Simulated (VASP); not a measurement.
# ZnS2 (Pa-3) in VASP: single point with r2SCAN

Aim: the single point of ZnS2 with r2SCAN.

All numbers are computed with VASP 6.6.1; they aren't measurements. Logs are shortened: lines on timing, memory, paths and dates and some standing lists are left out, and cuts for length are marked.

## Step 1: The cell of the first run

It takes space group Pa-3 (No. 205, cubic). Conventional cell: a = 5.949 Å, b = 5.949 Å, c = 5.949 Å, α = 90.00°, β = 90.00°, γ = 90.00°. Zn (site symmetry -3) has 6 S at 2.52 Å within 3.3 Å. Within 2.7 Å of S (site symmetry 3) lie 1 S at 2.07 Å and 3 Zn at 2.52 Å.

## Step 2: Single point, r2SCAN

File POSCAR:

```
ZnS2
1.0
    5.9490323562      0.0000000000      0.0000000000
    0.0000000000      5.9490323562      0.0000000000
    0.0000000000      0.0000000000      5.9490323562
Zn S
4 8
Direct
    0.5000000000      0.5000000000      0.0000000000
    0.5000000000      0.0000000000      0.5000000000
    0.0000000000      0.5000000000      0.5000000000
    0.0000000000      0.0000000000      0.0000000000
    0.1005490357      0.8994509643      0.3994509643
    0.8994509643      0.3994509643      0.1005490357
    0.3994509643      0.1005490357      0.8994509643
    0.6005490357      0.6005490357      0.6005490357
    0.8994509643      0.1005490357      0.6005490357
    0.1005490357      0.6005490357      0.8994509643
    0.6005490357      0.8994509643      0.1005490357
    0.3994509643      0.3994509643      0.3994509643
```

File INCAR.step1:

```
SYSTEM = ZnS2
ALGO = Normal
EDIFF = 1E-4
ENCUT = 520
GGA = PE
ISMEAR = 0
LASPH = .True.
LCHARG = .False.
LREAL = .False.
LWAVE = .True.
NBANDS = 60
NELM = 80
PREC = Accurate
SIGMA = 0.02
```

File INCAR.step2:

```
SYSTEM = ZnS2
ALGO = Normal
EDIFF = 1E-6
ENCUT = 520
ISIF = 2
ISMEAR = 0
ISTART = 1
LASPH = .True.
LCHARG = .False.
LMIXTAU = .True.
LREAL = .False.
LWAVE = .False.
METAGGA = R2SCAN
NBANDS = 60
NELM = 80
PREC = Accurate
SIGMA = 0.02
```

File KPOINTS:

```
k-points
0
Gamma
  6 6 6
  0 0 0
```

Potentials or basis: VASP PAW PBE potentials, release 64 (Zn, S).

The run is started by

```sh
$ cat potpaw_PBE.64/Zn/POTCAR potpaw_PBE.64/S/POTCAR > POTCAR
$ cp INCAR.step1 INCAR
$ mpirun -np 1 vasp_std > vasp.out
$ cp INCAR.step2 INCAR
$ mpirun -np 1 vasp_std > vasp.out
```

OUTCAR:

```text
SYSTEM = ZnS2
   EDIFF = 1E-6
   ENCUT = 520
   ISIF = 2
   ISMEAR = 0
   ISTART = 1
   LASPH = .True.
   LREAL = .False.
   METAGGA = R2SCAN
   NELM = 80
   PREC = Accurate

 ion  position               nearest neighbor table
   1  0.500  0.500  0.000-   6 2.52   7 2.52   8 2.52  10 2.52  11 2.52  12 2.52
   2  0.500  0.000  0.500-   5 2.52   7 2.52   8 2.52   9 2.52  11 2.52  12 2.52
   3  0.000  0.500  0.500-   5 2.52   6 2.52   8 2.52   9 2.52  10 2.52  12 2.52
   4  0.000  0.000  0.000-   5 2.52   6 2.52   7 2.52   9 2.52  10 2.52  11 2.52
   5  0.101  0.899  0.399-   9 2.07   3 2.52   4 2.52   2 2.52
   6  0.899  0.399  0.101-  10 2.07   3 2.52   4 2.52   1 2.52
   7  0.399  0.101  0.899-  11 2.07   2 2.52   4 2.52   1 2.52
   8  0.601  0.601  0.601-  12 2.07   2 2.52   3 2.52   1 2.52
   9  0.899  0.101  0.601-   5 2.07   3 2.52   4 2.52   2 2.52
  10  0.101  0.601  0.899-   6 2.07   3 2.52   4 2.52   1 2.52
  11  0.601  0.899  0.101-   7 2.07   2 2.52   4 2.52   1 2.52
  12  0.399  0.399  0.399-   8 2.07   2 2.52   3 2.52   1 2.52

  LATTYP: Found a simple cubic cell.
 ALAT       =     5.9490323562

  Lattice vectors:

 A1 = (   5.9490323562,   0.0000000000,   0.0000000000)
 A2 = (   0.0000000000,   5.9490323562,   0.0000000000)
 A3 = (   0.0000000000,   0.0000000000,   5.9490323562)

Analysis of symmetry for initial positions (statically):
=====================================================================
 Subroutine PRICEL returns:
 Original cell was already a primitive cell.

 Routine SETGRP: Setting up the symmetry group for a
 simple cubic supercell.

 Subroutine GETGRP returns: Found 24 space group operations
 (whereof  6 operations were pure point group operations)
 out of a pool of 48 trial point group operations.

The static configuration has the point symmetry S_6 .
 The point group associated with its full space group is T_h .

Analysis of symmetry for dynamics (positions and initial velocities):
=====================================================================
 Subroutine PRICEL returns:
 Original cell was already a primitive cell.

 Routine SETGRP: Setting up the symmetry group for a
 simple cubic supercell.

 Subroutine GETGRP returns: Found 24 space group operations
 (whereof  6 operations were pure point group operations)
 out of a pool of 48 trial point group operations.

The dynamic configuration has the point symmetry S_6 .
 The point group associated with its full space group is T_h .

 Subroutine INISYM returns: Found 24 space group operations
 (whereof  6 operations are pure point group operations),
 and found     1 'primitive' translations

----------------------------------------------------------------------------------------

                                     Primitive cell

  volume of cell :     210.5421

  direct lattice vectors                    reciprocal lattice vectors
     5.949032356  0.000000000  0.000000000     0.168094564  0.000000000  0.000000000
     0.000000000  5.949032356  0.000000000     0.000000000  0.168094564  0.000000000
     0.000000000  0.000000000  5.949032356     0.000000000  0.000000000  0.168094564

  length of vectors
     5.949032356  5.949032356  5.949032356     0.168094564  0.168094564  0.168094564

  position of ions in fractional coordinates (direct lattice)
     0.500000000  0.500000000  0.000000000
     0.500000000  0.000000000  0.500000000
     0.000000000  0.500000000  0.500000000
     0.000000000  0.000000000  0.000000000
     0.100549036  0.899450964  0.399450964
     0.899450964  0.399450964  0.100549036
     0.399450964  0.100549036  0.899450964
     0.600549036  0.600549036  0.600549036
     0.899450964  0.100549036  0.600549036
     0.100549036  0.600549036  0.899450964
     0.600549036  0.899450964  0.100549036
     0.399450964  0.399450964  0.399450964

  ion indices of the primitive-cell ions
   primitive index   ion index
                 1           1
                 2           2
                 3           3
                 4           4
                 5           5
                 6           6
                 7           7
                 8           8
                 9           9
                10          10
                11          11
                12          12

----------------------------------------------------------------------------------------

 KPOINTS: k-points

Automatic generation of k-mesh.
 Grid dimensions read from file:
 generate k-points for:    6    6    6

 Generating k-lattice:

  Cartesian coordinates                     Fractional coordinates (reciprocal lattice)
     0.028015761  0.000000000  0.000000000     0.166666667  0.000000000  0.000000000
     0.000000000  0.028015761  0.000000000     0.000000000  0.166666667  0.000000000
     0.000000000  0.000000000  0.028015761     0.000000000  0.000000000  0.166666667

  Length of vectors
     0.028015761  0.028015761  0.028015761

  Shift w.r.t. Gamma in fractional coordinates (k-lattice)
     0.000000000  0.000000000  0.000000000

 Subroutine IBZKPT returns following result:
 ===========================================

 Found     24 irreducible k-points:

 Following reciprocal coordinates:
            Coordinates               Weight
  0.000000  0.000000  0.000000      1.000000
  0.166667  0.000000  0.000000      6.000000
  0.333333  0.000000  0.000000      6.000000
  0.500000  0.000000  0.000000      3.000000
  0.166667  0.166667  0.000000     12.000000
  0.333333  0.166667  0.000000     12.000000
[... 16 lines left out ...]
  0.500000  0.500000  0.333333      6.000000
  0.500000  0.500000  0.500000      1.000000
   k-points           NKPTS =     24   k-points in BZ     NKDIM =     24   number of bands    NBANDS=     60
   number of dos      NEDOS =    301   number of ions     NIONS =     12
   total plane-waves  NPLWV = 110592
   dimension x,y,z NGX =    48 NGY =   48 NGZ =   48
   dimension x,y,z NGXF=    96 NGYF=   96 NGZF=   96
   ions per type =               4   8
   NGX,Y,Z   is equivalent  to a cutoff of  13.41, 13.41, 13.41 a.u.
   NGXF,Y,Z  is equivalent  to a cutoff of  26.83, 26.83, 26.83 a.u.
 SYSTEM =  ZnS2
   PREC   = accura    normal or accurate (medium, high low for compatibility)
   ISTART =      1    job   : 0-new  1-cont  2-samecut
   ICHARG =      0    charge: 1-file 2-atom 10-const
   ISPIN  =      1    spin polarized calculation?
   LNONCOLLINEAR =      F non collinear calculations
   LSORBIT =      F    spin-orbit coupling
   LASPH  =      T    aspherical Exc in radial PAW
   ENCUT  =  520.0 eV  38.22 Ry    6.18 a.u.  11.06 11.06 11.06*2*pi/ulx,y,z
   NELM   =     80;   NELMIN=  2; NELMDL=  0     # of ELM steps
   EDIFF  = 0.1E-05   stopping-criterion for ELM
   LREAL  =      F    real-space projection
   EDIFFG = 0.1E-04   stopping-criterion for IOM
   NSW    =      0    number of steps for IOM
   IBRION =     -1    ionic relax: 0-MD 1-quasi-New 2-CG
   NFREE  =      0    steps in history (QN), initial steepest desc. (CG)
   ISIF   =      2    stress and relaxation
   ISYM   =      2    0-nonsym 1-usesym 2-fastsym
   POTIM  = 0.5000    time-step for ionic-motion
   TEBEG  =    0.0;   TEEND  =   0.0 temperature during run
   PSTRESS=    0.0 pullay stress
   NELECT =      96.0000    total number of electrons
   NUPDOWN=      -1.0000    fix difference up-down
   EMIN   =  10.00;   EMAX   =-10.00  energy-range for DOS
   EFERMI =   0.00;   METHOD = LEGACY
   ISMEAR =     0;   SIGMA  =   0.02  broadening in eV -4-tet -1-fermi 0-gaus
   EFERMI_NEDOS =   21; number of points for ismear=-14 and -15
   IALGO  =     38    algorithm
   IMIX   =      4    mixing-type and parameters
     AMIX     =   0.40;   BMIX     =  1.00
     AMIX_MAG =   1.60;   BMIX_MAG =  1.00
  volume/ion in A,a.u.               =      17.55       118.40
  Fermi-wavevector in a.u.,A,eV,Ry     =   1.260044  2.381137 21.602105  1.587710
  Thomas-Fermi vector in A             =   2.393573
   LORBIT       =      0    0 simple, 1 ext, 2 COOP (PROOUT), +10 PAW based schemes
   METAGGA = R2SCAN    functional components
   LHFCALC =     F    Hartree Fock is set to
   AEXX    =    0.0000 exact exchange contribution
   IVDW    =     0    specifies the selected vdW correction
   LEPSILON=     F    determine dielectric tensor
   LRPA    =     F    only Hartree local field effects (RPA)
 non-spin polarized calculation
 Gauss-broadening in eV      SIGMA  =   0.02
  energy-cutoff  :      520.00
  volume of cell :      210.54
 maximum number of plane-waves:      5716
 NGX is ok and might be reduce to    48
   NGX = 23   NGY = 23   NGZ = 23

 number of electron      96.0000025 magnetization

 Free energy of the ion-electron system (eV)
  ---------------------------------------------------
  ext. energy  EPLUGINS =         0.00000000
  ---------------------------------------------------
  free energy    TOTEN  =      -105.84298108 eV

  energy without entropy =     -105.84298108  energy(sigma->0) =     -105.84298108

 E-fermi :   4.7900     XC(G=0): -10.9765

 val. band max:        4.6784076657   @ k =   0.0000   0.0000   0.0000
 cond. band min:       6.6252528289   @ k =   0.1667   0.1667   0.1667
 fundamental gap:      1.9468451632
 Fermi energy:         4.7900037611

 k-point     1 :       0.0000    0.0000    0.0000
  band No.  band energies     occupation
      1     -12.1229      2.00000
      2     -11.0653      2.00000
      3     -11.0653      2.00000
      4     -11.0653      2.00000
      5      -7.4244      2.00000
      6      -7.4244      2.00000
[... 52 lines left out ...]
     59      10.4423      0.00000
     60      11.5937      0.00000

 k-point     2 :       0.1667    0.0000    0.0000
  band No.  band energies     occupation
      1     -12.0615      2.00000
      2     -11.1476      2.00000
      3     -11.0565      2.00000
      4     -11.0563      2.00000
      5      -7.4248      2.00000
      6      -7.4198      2.00000
[... 1383 lines left out ...]
      4     -11.2607      2.00000
      5      -7.6432      2.00000
      6      -7.6432      2.00000
[... 52 lines left out ...]
     59       9.9733      0.00000
     60       9.9733      0.00000

------------------------ aborting loop because EDIFF is reached ----------------------------------------

  FORCE on cell =-STRESS in cart. coord.  units (eV):
  Direction    XX          YY          ZZ          XY          YZ          ZX
  --------------------------------------------------------------------------------------
  -------------------------------------------------------------------------------------
  Total       -0.1281818     -0.1281818     -0.1281818      0.0000000      0.0000000      0.0000000
  in kB       -0.9754339     -0.9754339     -0.9754339      0.0000000      0.0000000      0.0000000
  external PRESSURE =      -0.9754339 kB  Pullay stress =       0.0000000 kB

 VOLUME and BASIS-vectors are now :
 -----------------------------------------------------------------------------
  energy-cutoff  :      520.00
  volume of cell :      210.54
      direct lattice vectors                 reciprocal lattice vectors
     5.949032356  0.000000000  0.000000000     0.168094564  0.000000000  0.000000000
     0.000000000  5.949032356  0.000000000     0.000000000  0.168094564  0.000000000
     0.000000000  0.000000000  5.949032356     0.000000000  0.000000000  0.168094564

 POSITION                                       TOTAL-FORCE (eV/Angst)
 -----------------------------------------------------------------------------------
      2.97452      2.97452      0.00000        -0.000000      0.000000      0.000000
      2.97452      0.00000      2.97452        -0.000000      0.000000      0.000000
      0.00000      2.97452      2.97452        -0.000000      0.000000      0.000000
      0.00000      0.00000      0.00000        -0.000000      0.000000      0.000000
      0.59817      5.35086      2.37635        -0.062266      0.062266      0.062266
      5.35086      2.37635      0.59817         0.062266      0.062266     -0.062266
      2.37635      0.59817      5.35086         0.062266     -0.062266      0.062266
      3.57269      3.57269      3.57269        -0.062266     -0.062266     -0.062266
      5.35086      0.59817      3.57269         0.062266     -0.062266     -0.062266
      0.59817      3.57269      5.35086        -0.062266     -0.062266      0.062266
      3.57269      5.35086      0.59817        -0.062266      0.062266     -0.062266
      2.37635      2.37635      2.37635         0.062266      0.062266      0.062266
 -----------------------------------------------------------------------------------
    total drift:                               -0.000000      0.000000     -0.000000

  FREE ENERGIE OF THE ION-ELECTRON SYSTEM (eV)
  ---------------------------------------------------
  free  energy   TOTEN  =      -105.8429810814 eV

  energy  without entropy=     -105.8429810814  energy(sigma->0) =     -105.84298108
```

It took 10 min on 1 thread of Intel Xeon Platinum 8559C (Emerald Rapids), shared host; peak memory 0.48 GiB.

What came out:

```yaml
Free_energy: -105.8430 eV
Pressure: -0.1 GPa
Largest_force: 0.108 eV/Å
Band_gap_on_the_k_mesh: 1.95 eV (least direct gap 2.04 eV)
```

Forces in eV/Å, atoms in the order of the input:
```
Zn   0.000  0.000  0.000
Zn   0.000  0.000  0.000
Zn   0.000  0.000  0.000
Zn   0.000  0.000  0.000
S   -0.062  0.062  0.062
S    0.062  0.062 -0.062
S    0.062 -0.062  0.062
S   -0.062 -0.062 -0.062
S    0.062 -0.062 -0.062
S   -0.062 -0.062  0.062
S   -0.062  0.062 -0.062
S    0.062  0.062  0.062
```

Levels at points of the mesh, in eV from the valence-band top:
| k point | band 46 | band 47 | band 48 | band 49 | band 50 | band 51 |
| --- | --- | --- | --- | --- | --- | --- |
| (0.00, 0.00, 0.00) | -0.71 | 0.00 | 0.00 | 2.04 | 2.93 | 3.23 |
| (0.50, 0.00, 0.00) | -1.80 | -0.21 | -0.21 | 2.33 | 2.33 | 2.34 |
| (0.50, 0.50, 0.00) | -1.65 | -1.65 | -1.65 | 2.20 | 2.20 | 2.20 |
| (0.50, 0.50, 0.50) | -2.36 | -2.36 | -2.36 | 2.37 | 2.37 | 2.37 |

Caveat: the PAW data sets were made with another functional, which shifts forces and pressure a little.
